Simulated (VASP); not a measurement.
Set up this calculation in VASP 6.6.1, as the native input.

```
Task                   : single point
Functional             : LDA
Potentials or basis    : VASP PAW LDA potentials, release 64 (Pt)
Cutoff                 : 520 eV
k mesh                 : 18 × 18 × 6
Occupations            : gaussian, width 0.15 eV
Spin                   : no spin polarisation
Dipole correction      : no
Further INCAR settings : ALGO = Fast; EDIFF = 1e-06; NBANDS = 28
```

The structure of Pt lies in POSCAR:

```
Pt
1.0
    2.7082945870      0.0000000000      0.0000000000
   -1.3541472935      2.3454519133      0.0000000000
    0.0000000000      0.0000000000      9.3530207388
Pt
4
Direct
    0.6559793267      0.3887597521      0.3750000000
    0.6559793267      0.3887597521      0.8750000000
    0.3440206733      0.6112402479      0.1250000000
    0.3440206733      0.6112402479      0.6250000000
```

This cell differs from its parent crystal: atoms displaced along a vibrational mode.

These files were run (other wordings do the same):

INCAR

```
SYSTEM = Pt
ALGO     = Fast           ! electronic algorithm
EDIFF    = 1E-6           ! SCF threshold, eV
ENCUT    = 520            ! plane-wave cutoff, eV
GGA      = CA             ! functional
ISIF     = 2              ! what is computed and relaxed
ISMEAR   = 0              ! smearing method
LASPH    = .True.         ! aspherical terms in the spheres
LCHARG   = .False.        ! write CHGCAR
LREAL    = .False.        ! projectors in reciprocal space
LWAVE    = .False.        ! write WAVECAR
NBANDS   = 28             ! bands
NELM     = 80             ! most SCF steps
PREC     = Accurate       ! precision mode
SIGMA    = 0.15           ! smearing width, eV
```

KPOINTS

```
k-points
0
Gamma
  18 18 6
  0 0 0
```

Potentials or basis: VASP PAW LDA potentials, release 64 (Pt).

Launch:

```bash
$ cat potpaw_LDA.64/Pt/POTCAR > POTCAR
$ mpirun -np 1 vasp_std > vasp.out
```

It gave:

```json
{
  "Pressure": "2.4 GPa",
  "Largest force": "0.335 eV/Å",
  "Band gap on the k mesh": "zero (bands 20 and 21 overlap by 1.59 eV)"
}
```

Caveat: the cell differs from its parent crystal (atoms displaced along a vibrational mode); spin-orbit coupling is left out, which moves the levels of the heavy elements.

Run time: 24 min on 1 thread of Intel Xeon 8259CL, with other jobs on the host, peak memory 0.79 GiB.
